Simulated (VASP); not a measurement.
# KF (Carobbiite) (Fm-3m) in VASP: notebook

The runs below take KF (Carobbiite) through single point, with BLYP, revPBE.

Program: VASP 6.6.1. These are calculated values, not measurements. Logs are shortened: lines on timing, memory, paths and dates and some standing lists are left out, and cuts for length are marked.

**1. The cell of the first run**

The structure is cubic, space group Fm-3m (No. 225). The conventional cell has a = 5.460 Å, b = 5.460 Å, c = 5.460 Å, α = 90.00°, β = 90.00°, γ = 90.00°. K (site symmetry m-3m) has 6 F at 2.73 Å within 3.6 Å. F (site symmetry m-3m) has 6 K at 2.73 Å within 3.6 Å.

**2. Single point, BLYP**

The input, INCAR:

```
  PREC = Accurate
  ENCUT = 520
  EDIFF = 1E-6
  ISMEAR = -1
  SIGMA = 0.05
  LREAL = False
  LASPH = True
  NELM = 60
  ALGO = Normal
  ISIF = 2
  LWAVE = False
  LCHARG = False
  GGA = B5
  ALDAX = 1.0
  AGGAX = 1.0
  AGGAC = 1.0
  ALDAC = 0.0
  NBANDS = 15
```

The input, KPOINTS:

```
Automatic mesh
0
Gamma
  9 9 9
```

The input, POSCAR:

```
KF
1.0
    0.0000000000      2.7300188238      2.7300188238
    2.7300188238      0.0000000000      2.7300188238
    2.7300188238      2.7300188238      0.0000000000
K F
1 1
Direct
    0.0000000000      0.0000000000      0.0000000000
    0.5000000000      0.5000000000      0.5000000000
```

Potentials or basis: VASP PAW PBE potentials, release 64 (K_sv, F).

Run with:

```console
$ cat potpaw_PBE.64/K_sv/POTCAR potpaw_PBE.64/F/POTCAR > POTCAR
$ mpirun -np 1 vasp_std > vasp.out
```

OUTCAR:

```text
PREC = Accurate
   ENCUT = 520
   EDIFF = 1E-6
   ISMEAR = -1
   LREAL = False
   LASPH = True
   NELM = 60
   ISIF = 2
   GGA = B5

 ion  position               nearest neighbor table
   1  0.000  0.000  0.000-   2 2.73   2 2.73   2 2.73   2 2.73   2 2.73   2 2.73
   2  0.500  0.500  0.500-   1 2.73   1 2.73   1 2.73   1 2.73   1 2.73   1 2.73

  LATTYP: Found a face centered cubic cell.
 ALAT       =     5.4600376476

  Lattice vectors:

 A1 = (   0.0000000000,   2.7300188238,   2.7300188238)
 A2 = (   2.7300188238,   0.0000000000,   2.7300188238)
 A3 = (   2.7300188238,   2.7300188238,   0.0000000000)

Analysis of symmetry for initial positions (statically):
=====================================================================
 Subroutine PRICEL returns:
 Original cell was already a primitive cell.

 Routine SETGRP: Setting up the symmetry group for a
 face centered cubic supercell.

 Subroutine GETGRP returns: Found 48 space group operations
[... 9 lines left out ...]

 Routine SETGRP: Setting up the symmetry group for a
 face centered cubic supercell.

 Subroutine GETGRP returns: Found 48 space group operations
[... 11 lines left out ...]
                                     Primitive cell

  volume of cell :      40.6937

  direct lattice vectors                    reciprocal lattice vectors
     0.000000000  2.730018824  2.730018824    -0.183148920  0.183148920  0.183148920
     2.730018824  0.000000000  2.730018824     0.183148920 -0.183148920  0.183148920
     2.730018824  2.730018824  0.000000000     0.183148920  0.183148920 -0.183148920

  length of vectors
     3.860829646  3.860829646  3.860829646     0.317223235  0.317223235  0.317223235

  position of ions in fractional coordinates (direct lattice)
     0.000000000  0.000000000  0.000000000
     0.500000000  0.500000000  0.500000000

  ion indices of the primitive-cell ions
   primitive index   ion index
                 1           1
                 2           2

----------------------------------------------------------------------------------------

 KPOINTS: Automatic mesh

Automatic generation of k-mesh.
 Grid dimensions read from file:
 generate k-points for:    9    9    9

 Generating k-lattice:

  Cartesian coordinates                     Fractional coordinates (reciprocal lattice)
    -0.020349880  0.020349880  0.020349880     0.111111111  0.000000000  0.000000000
     0.020349880 -0.020349880  0.020349880     0.000000000  0.111111111  0.000000000
     0.020349880  0.020349880 -0.020349880     0.000000000  0.000000000  0.111111111

  Length of vectors
     0.035247026  0.035247026  0.035247026

  Shift w.r.t. Gamma in fractional coordinates (k-lattice)
     0.000000000  0.000000000  0.000000000

 Subroutine IBZKPT returns following result:
 ===========================================

 Found     35 irreducible k-points:

 Following reciprocal coordinates:
            Coordinates               Weight
  0.000000  0.000000  0.000000      1.000000
  0.111111  0.000000  0.000000      8.000000
  0.222222  0.000000  0.000000      8.000000
  0.333333  0.000000  0.000000      8.000000
  0.444444  0.000000  0.000000      8.000000
  0.111111  0.111111  0.000000      6.000000
[... 16 lines left out ...]
 -0.333333  0.333333  0.000000     12.000000
  0.444444  0.444444  0.000000      6.000000
 [... further k-points ...]
   k-points           NKPTS =     35   k-points in BZ     NKDIM =     35   number of bands    NBANDS=     15
   number of dos      NEDOS =    301   number of ions     NIONS =      2
   total plane-waves  NPLWV =  27000
   dimension x,y,z NGX =    30 NGY =   30 NGZ =   30
   dimension x,y,z NGXF=    60 NGYF=   60 NGZF=   60
   ions per type =               1   1
   NGX,Y,Z   is equivalent  to a cutoff of  12.92, 12.92, 12.92 a.u.
   NGXF,Y,Z  is equivalent  to a cutoff of  25.84, 25.84, 25.84 a.u.
 SYSTEM =  unknown system
   PREC   = accura    normal or accurate (medium, high low for compatibility)
   ISTART =      0    job   : 0-new  1-cont  2-samecut
   ICHARG =      2    charge: 1-file 2-atom 10-const
   ISPIN  =      1    spin polarized calculation?
   LNONCOLLINEAR =      F non collinear calculations
   LSORBIT =      F    spin-orbit coupling
   LASPH  =      T    aspherical Exc in radial PAW
   ENCUT  =  520.0 eV  38.22 Ry    6.18 a.u.   7.18  7.18  7.18*2*pi/ulx,y,z
   NELM   =     60;   NELMIN=  2; NELMDL= -5     # of ELM steps
   EDIFF  = 0.1E-05   stopping-criterion for ELM
   LREAL  =      F    real-space projection
   EDIFFG = 0.1E-04   stopping-criterion for IOM
   NSW    =      0    number of steps for IOM
   IBRION =     -1    ionic relax: 0-MD 1-quasi-New 2-CG
   NFREE  =      0    steps in history (QN), initial steepest desc. (CG)
   ISIF   =      2    stress and relaxation
   ISYM   =      2    0-nonsym 1-usesym 2-fastsym
   POTIM  = 0.5000    time-step for ionic-motion
   TEBEG  =    0.0;   TEEND  =   0.0 temperature during run
   PSTRESS=    0.0 pullay stress
   NELECT =      16.0000    total number of electrons
   NUPDOWN=      -1.0000    fix difference up-down
   EMIN   =  10.00;   EMAX   =-10.00  energy-range for DOS
   EFERMI =   0.00;   METHOD = LEGACY
   ISMEAR =    -1;   SIGMA  =   0.05  broadening in eV -4-tet -1-fermi 0-gaus
   EFERMI_NEDOS =   21; number of points for ismear=-14 and -15
   IALGO  =     38    algorithm
   IMIX   =      4    mixing-type and parameters
     AMIX     =   0.40;   BMIX     =  1.00
     AMIX_MAG =   1.60;   BMIX_MAG =  1.00
  volume/ion in A,a.u.               =      20.35       137.31
  Fermi-wavevector in a.u.,A,eV,Ry     =   1.199331  2.266408 19.570561  1.438396
  Thomas-Fermi vector in A             =   2.335197
   LORBIT       =      0    0 simple, 1 ext, 2 COOP (PROOUT), +10 PAW based schemes
   GGA     = B5    functional components
   LHFCALC =     F    Hartree Fock is set to
   AEXX    =    0.0000 exact exchange contribution
   IVDW    =     0    specifies the selected vdW correction
   LEPSILON=     F    determine dielectric tensor
   LRPA    =     F    only Hartree local field effects (RPA)
 non-spin polarized calculation
  energy-cutoff  :      520.00
  volume of cell :       40.69
 maximum number of plane-waves:      1113
 NGX is ok and might be reduce to    30
   NGX = 15   NGY = 15   NGZ = 15

 number of electron      15.9999993 magnetization

 Free energy of the ion-electron system (eV)
  ---------------------------------------------------
  ext. energy  EPLUGINS =         0.00000000
  ---------------------------------------------------
  free energy    TOTEN  =        -8.13326674 eV

  energy without entropy =       -8.13326674  energy(sigma->0) =       -8.13326674

 E-fermi :  -1.7042     XC(G=0):  -7.9680

 val. band max:       -2.8451376551   @ k =   0.0000   0.0000   0.0000
 cond. band min:       3.0394617565   @ k =   0.0000   0.0000   0.0000
 fundamental gap:      5.8845994116
 Fermi energy:        -1.7042476965

 k-point     1 :       0.0000    0.0000    0.0000
  band No.  band energies     occupation
      1     -29.0131      2.00000
      2     -21.3291      2.00000
      3     -12.3774      2.00000
      4     -12.3774      2.00000
      5     -12.3774      2.00000
      6      -2.8451      2.00000
      7      -2.8451      2.00000
      8      -2.8451      2.00000
      9       3.0395      0.00000
     10       7.6436      0.00000
     11       7.6436      0.00000
     12       7.6436      0.00000
     13       9.2475      0.00000
     14       9.2475      0.00000
     15      13.8780      0.00000

 k-point     2 :       0.1111    0.0000    0.0000
  band No.  band energies     occupation
      1     -29.0049      2.00000
      2     -21.3365      2.00000
      3     -12.4060      2.00000
      4     -12.3814      2.00000
      5     -12.3814      2.00000
      6      -2.9476      2.00000
      7      -2.8813      2.00000
      8      -2.8813      2.00000
      9       3.3658      0.00000
     10       7.4549      0.00000
     11       7.7997      0.00000
     12       7.7997      0.00000
     13       9.3459      0.00000
     14       9.3459      0.00000
     15      14.4361      0.00000

 k-point     3 :       0.2222    0.0000    0.0000
  band No.  band energies     occupation
      1     -28.9840      2.00000
      2     -21.3546      2.00000
      3     -12.4775      2.00000
      4     -12.3913      2.00000
      5     -12.3913      2.00000
      6      -3.1804      2.00000
      7      -2.9713      2.00000
      8      -2.9712      2.00000
      9       4.2219      0.00000
     10       7.1328      0.00000
     11       8.2030      0.00000
     12       8.2030      0.00000
     13       9.6558      0.00000
     14       9.6558      0.00000
     15      15.3508      0.00000

 k-point     4 :       0.3333    0.0000    0.0000
  band No.  band energies     occupation
      1     -28.9600      2.00000
      2     -21.3752      2.00000
      3     -12.5579      2.00000
      4     -12.4023      2.00000
      5     -12.4023      2.00000
      6      -3.4115      2.00000
      7      -3.0712      2.00000
      8      -3.0712      2.00000
      9       5.2743      0.00000
     10       7.0164      0.00000
     11       8.6406      0.00000
     12       8.6406      0.00000
     13      10.2290      0.00000
     14      10.2290      0.00000
     15      14.1759      0.00000
[... 307 lines left out ...]
 k-point    22 :      -0.4444    0.3333    0.0000
  band No.  band energies     occupation
      1     -28.9272      2.00000
      2     -21.3524      2.00000
      3     -12.7520      2.00000
      4     -12.5624      2.00000
      5     -12.5059      2.00000
      6      -3.1475      2.00000
      7      -3.0594      2.00000
      8      -3.0056      2.00000
      9       5.9220      0.00000
     10       7.2770      0.00000
     11       8.1122      0.00000
     12      10.1325      0.00000
     13      10.7180      0.00000
     14      11.4695      0.00000
     15      11.8709      0.00000

 k-point    23 :      -0.3333    0.3333    0.0000
  band No.  band energies     occupation
      1     -28.9284      2.00000
      2     -21.3631      2.00000
      3     -12.7015      2.00000
      4     -12.5752      2.00000
      5     -12.4693      2.00000
      6      -3.2807      2.00000
      7      -3.0789      2.00000
      8      -3.0332      2.00000
      9       6.2721      0.00000
     10       7.2534      0.00000
     11       8.1698      0.00000
     12      10.0515      0.00000
     13      10.3047      0.00000
     14      11.0356      0.00000
     15      13.0781      0.00000

 k-point    24 :       0.4444    0.4444    0.0000
  band No.  band energies     occupation
      1     -28.9282      2.00000
      2     -21.3369      2.00000
      3     -12.8110      2.00000
      4     -12.5461      2.00000
      5     -12.5461      2.00000
      6      -3.1042      2.00000
      7      -2.9113      2.00000
      8      -2.9113      2.00000
      9       5.3851      0.00000
     10       6.8725      0.00000
     11       8.6520      0.00000
     12      10.3881      0.00000
     13      10.8028      0.00000
     14      10.8028      0.00000
     15      12.5199      0.00000

 [... further k-points ...]
[... 5 lines left out ...]
  --------------------------------------------------------------------------------------
  -------------------------------------------------------------------------------------
  Total       -0.0065766     -0.0065766     -0.0065766      0.0000000      0.0000000      0.0000000
  in kB       -0.2589323     -0.2589323     -0.2589323      0.0000000      0.0000000      0.0000000
  external PRESSURE =      -0.2589323 kB  Pullay stress =       0.0000000 kB

 VOLUME and BASIS-vectors are now :
 -----------------------------------------------------------------------------
  energy-cutoff  :      520.00
  volume of cell :       40.69
      direct lattice vectors                 reciprocal lattice vectors
     0.000000000  2.730018824  2.730018824    -0.183148920  0.183148920  0.183148920
     2.730018824  0.000000000  2.730018824     0.183148920 -0.183148920  0.183148920
     2.730018824  2.730018824  0.000000000     0.183148920  0.183148920 -0.183148920

 POSITION                                       TOTAL-FORCE (eV/Angst)
 -----------------------------------------------------------------------------------
      0.00000      0.00000      0.00000        -0.000000     -0.000000     -0.000000
      2.73002      2.73002      2.73002         0.000000      0.000000      0.000000
 -----------------------------------------------------------------------------------
    total drift:                                0.000000      0.000000      0.000000

  FREE ENERGIE OF THE ION-ELECTRON SYSTEM (eV)
  ---------------------------------------------------
  free  energy   TOTEN  =        -8.1332667390 eV

  energy  without entropy=       -8.1332667390  energy(sigma->0) =       -8.13326674
```

Wall time 19 s (1 thread of AMD EPYC 9R45 (Zen 5), shared host); peak memory 0.14 GiB.

What came out:

| Item | Value |
| --- | --- |
| Free energy | -8.1333 eV |
| Pressure | 0.0 GPa |
| Band gap on the k mesh | 5.88 eV, direct |

Caveat: the PAW data sets were made with another functional, which shifts forces and pressure a little. Expect the measured gap to be larger: semilocal functionals such as BLYP lack the derivative discontinuity.

**3. Single point, revPBE**

This run uses another cell than the first one, of 21.40 Å³/atom, 1.052 times its volume.

The input, INCAR:

```
SYSTEM = KF
PREC     = Accurate       ! precision mode
ENCUT    = 520            ! plane-wave cutoff, eV
EDIFF    = 1E-6           ! SCF threshold, eV
ISMEAR   = -1             ! smearing method
SIGMA    = 0.05           ! smearing width, eV
LREAL    = .False.        ! projectors in reciprocal space
LASPH    = .True.         ! aspherical terms in the spheres
NELM     = 60             ! most SCF steps
ALGO     = Normal         ! electronic algorithm
ISIF     = 2              ! what is computed and relaxed
LWAVE    = .False.        ! write WAVECAR
LCHARG   = .True.         ! write CHGCAR
GGA      = RE             ! functional
LELF     = .True.         ! ELF
LVHAR    = .True.       
NBANDS   = 15             ! bands
```

The input, KPOINTS:

```
Automatic mesh
0
Gamma
  9 9 9
  0 0 0
```

The input, POSCAR:

```
KF
1.0
    0.0000000000      2.7764176525      2.7764176525
    2.7764176525      0.0000000000      2.7764176525
    2.7764176525      2.7764176525      0.0000000000
K F
1 1
Direct
    0.0000000000      0.0000000000      0.0000000000
    0.5000000000      0.5000000000      0.5000000000
```

Potentials or basis: VASP PAW PBE potentials, release 64 (K_sv, F).

Run with:

```console
$ cat potpaw_PBE.64/K_sv/POTCAR potpaw_PBE.64/F/POTCAR > POTCAR
$ mpirun -np 1 vasp_std > vasp.out
```

It took 12 s on 1 thread of AMD EPYC 9R45 (Zen 5), shared host; peak memory 0.14 GiB.

The run converged. Its results:

```
Free energy            : -7.9216 eV
Pressure               : 0.0 GPa
Band gap on the k mesh : 5.90 eV, direct
```

Levels at points of the mesh, in eV from the valence-band top:
| k point | band 5 | band 6 | band 7 | band 8 | band 9 | band 10 | band 11 | band 12 |
| --- | --- | --- | --- | --- | --- | --- | --- | --- |
| (0.00, 0.00, 0.00) | -9.92 | 0.00 | 0.00 | 0.00 | 5.90 | 10.45 | 10.45 | 10.45 |

Caveat: the PAW data sets were made with another functional, which shifts forces and pressure a little.
